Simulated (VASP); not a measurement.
Be2Tl:

```
CELL_PARAMETERS angstrom
4.42924 0.00000 0.00000
0.00000 5.40586 0.00000
0.00000 0.00000 3.37470
ATOMIC_POSITIONS crystal
Be 0.20040 0.37870 0.00000
Be 0.79960 0.62130 0.00000
Be 0.70040 0.12130 0.50000
Be 0.29960 0.87870 0.50000
Tl 0.00000 0.00000 0.00000
Tl 0.50000 0.50000 0.50000
```

```yaml
Program: VASP 6.6.1
Task: relaxation of cell and atoms
Functional: PBE
Potentials_or_basis: VASP PAW PBE potentials, release 64 (Be, Tl_d)
Cutoff: 600 eV
k_mesh: 4 × 4 × 6
Occupations: gaussian, width 0.1 eV
Spin: no spin polarisation
```

At the start: pressure 31.4 GPa; volume 13.47 Å³/atom.

Task: How do energy, volume and symmetry change on relaxing?

Result: Over 38 steps the energy falls by 684.8 meV/atom and the volume is 16.64 Å³/atom (+23.5 %); space group Immm (No. 71, to 0.05 Å).

The path:
| step | energy change (eV) | largest force (eV/Å) | pressure (GPa) | volume (Å³) |
| --- | --- | --- | --- | --- |
| 1 | 0.0000 | 0.9041 | 31.42 | 80.80 |
| 2 | -2.2714 | 0.3259 | -2.53 | 115.72 |
| 3 | -2.3065 | 0.3547 | -0.14 | 109.76 |
| 4 | -2.3074 | 0.3499 | -0.51 | 110.61 |
| 5 | -2.3780 | 0.3343 | -0.42 | 110.16 |
| 6 | -2.5336 | 0.4843 | 0.21 | 108.58 |
| 7 | -2.2742 | 2.3415 | 3.52 | 104.42 |
| 8 | -2.5541 | 0.6390 | 0.56 | 108.00 |
| 9 | -2.6320 | 0.7545 | 0.20 | 108.39 |
| 10 | -2.9039 | 1.0055 | -1.02 | 109.38 |
| 11 | -3.4123 | 1.0606 | -2.28 | 110.60 |
| 12 | -1.6616 | 4.3930 | 5.11 | 110.09 |
| 13 | -3.3812 | 1.2733 | -1.98 | 110.73 |
| 14 | -3.4464 | 0.4857 | -0.71 | 110.84 |
| 15 | -3.4740 | 1.0775 | -1.44 | 110.85 |
| 16 | -3.4850 | 0.8282 | -1.14 | 110.86 |
| 17 | -3.4865 | 0.9427 | -1.25 | 110.86 |
| 18 | -3.5392 | 0.4835 | -1.21 | 110.75 |
| 19 | -3.5453 | 0.2607 | -1.12 | 110.70 |
| 20 | -3.6016 | 0.2112 | -1.18 | 110.21 |
| 21 | -3.7222 | 0.2312 | -1.08 | 108.68 |
| 22 | -3.7963 | 0.5012 | -0.87 | 105.38 |
| 23 | -3.8269 | 0.3865 | -0.25 | 104.14 |
| 24 | -3.8470 | 0.2710 | 0.78 | 102.21 |
| 25 | -3.8477 | 0.2613 | 0.99 | 101.79 |
| 26 | -3.8683 | 0.2561 | 0.53 | 102.60 |
| 27 | -3.8984 | 0.4008 | -0.80 | 105.02 |
| 28 | -3.9160 | 0.3643 | -0.92 | 105.05 |
| 29 | -3.9687 | 0.2549 | -1.28 | 105.13 |
| 30 | -4.0361 | 0.0386 | -1.95 | 105.23 |
| 31 | -4.0439 | 0.0469 | -2.23 | 105.24 |
| 32 | -4.0834 | 0.0868 | -0.87 | 101.64 |
| 33 | -4.0853 | 0.0961 | -0.49 | 100.84 |
| 34 | -4.0854 | 0.0981 | -0.39 | 100.69 |
| 35 | -4.0908 | 0.0811 | -0.17 | 100.27 |
| 36 | -4.0960 | 0.1207 | 0.36 | 99.36 |
| 37 | -4.1008 | 0.1018 | 0.25 | 99.49 |
| 38 | -4.1088 | 0.0352 | -0.02 | 99.83 |

Final structure:
```cif
data_structure
_symmetry_space_group_name_H-M 'P 1'
_symmetry_Int_Tables_number 1
_cell_length_a 4.4466
_cell_length_b 4.8218
_cell_length_c 4.6561
_cell_angle_alpha 90.000
_cell_angle_beta 90.000
_cell_angle_gamma 90.000
_cell_volume 99.83
loop_
_atom_site_label
_atom_site_type_symbol
_atom_site_fract_x
_atom_site_fract_y
_atom_site_fract_z
_atom_site_occupancy
Be1 Be 0.24689 0.50113 0.00000 1
Be2 Be 0.75311 0.49887 0.00000 1
Be3 Be 0.74689 0.99887 0.50000 1
Be4 Be 0.25311 0.00113 0.50000 1
Tl1 Tl 0.00000 0.00000 0.00000 1
Tl2 Tl 0.50000 0.50000 0.50000 1
```

Caveat: the volume moved by over 15 % at a fixed basis, so the end points are rough.
